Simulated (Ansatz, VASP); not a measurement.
# BiIr in VASP and in Ansatz

INCAR

```
SYSTEM = BiIr
  PREC = Accurate
  ENCUT = 500
  EDIFF = 1E-6
  ISMEAR = 0
  SIGMA = 0.05
  LREAL = .FALSE.
  LASPH = .TRUE.
  NELM = 120
  ALGO = Normal
  ISIF = 2
  LWAVE = .FALSE.
  LCHARG = .FALSE.
  GGA = PE
  NBANDS = 19
  GGA_COMPAT = .FALSE.
```

File KPOINTS:

```
regular mesh
0
G
  10 10 10
  0 0 0
```

The input POSCAR:

```
BiIr
1.0
    0.0000000000      3.0674769725      3.0674769725
    3.0674769725      0.0000000000      3.0674769725
    3.0674769725      3.0674769725      0.0000000000
Ir Bi
1 1
Direct
    0.0000000000      0.0000000000      0.0000000000
    0.2500000000      0.2500000000      0.2500000000
```

Input for Ansatz:

```yaml
crystal:
  lattice:
    - [0.0, 3.0674769725, 3.0674769725]
    - [3.0674769725, 0.0, 3.0674769725]
    - [3.0674769725, 3.0674769725, 0.0]
  atoms:
    - { symbol: Ir, position: [0.0, 0.0, 0.0] }
    - { symbol: Bi, position: [0.25, 0.25, 0.25] }
basis:
  ecutwfc: 420
  ecutrho_ratio: 4
kpoints:
  mp_grid: { grid: [10, 10, 10] }
hamiltonian:
  xc: pbe
scf:
  occupations: { method: gaussian, width: 0.05 }
output:
  forces: true
  stress: true
  eigenvalues: true
```

Alike in both runs: task single point; functional PBE; k mesh 10 × 10 × 10; occupations gaussian, width 0.05 eV; no spin polarisation.

|  | VASP | Ansatz |
| --- | --- | --- |
| version | VASP 6.6.1 | Ansatz 0.2.0 |
| potentials or method | VASP PAW PBE potentials, release 64 (Ir, Bi_d), cutoff 500 eV | scalar-relativistic, plane waves, PAW |
| valence electrons in the cell | 24 | 32 |

Ansatz gave:

- gap on the k mesh at the Fermi level (eV): none
- pressure (GPa): 0.0

Task: Estimate VASP's values.

Result: gap on the k mesh at the Fermi level (eV): none; pressure (GPa): 0.1.

A gap of «none» marks a metal or a gap that the smearing closes. The functional is the same, so the differences come from potentials, cutoffs and numerics. VASP's potentials hold 24 valence electrons a cell and Ansatz's 32, so a difference there can come from the potentials and not from the codes.

Neither program's run includes spin-orbit coupling.
